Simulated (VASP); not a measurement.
## C: single point with LDA

C, a slab with vacuum:

```
C
1.0
     2.45617    0.00000    0.00000
    -1.22809    2.12711    0.00000
     0.00000    0.00000    8.52380
C
2
Direct
  0.33333 0.66667 0.00000
  0.66667 0.33333 0.00000
```

| Property | Result |
| --- | --- |
| Program | VASP 6.6.1 |
| Task | single point |
| Functional | LDA |
| Potentials or basis | VASP PAW LDA potentials, release 64 (C) |
| Cutoff | 520 eV |
| k mesh | 15 × 15 × 4 |
| Occupations | gaussian, width 0.1 eV |
| Spin | no spin polarisation |

* Band gap on the k mesh: zero (filled and empty bands touch)

Levels at points of the mesh, in eV from the Fermi level:
```tsv
k point	band 2	band 3	band 4	band 5	band 6	band 7
(0.00, 0.00, 0.00)	-7.72	-3.03	-3.03	3.13	5.48	7.10
(0.00, 0.00, 0.50)	-7.72	-3.03	-3.03	3.74	4.06	8.33
```

It took 14 s on 1 thread of Intel(R) Xeon(R) 6975P-C (Granite Rapids), with other jobs on the host, peak memory 0.15 GiB.
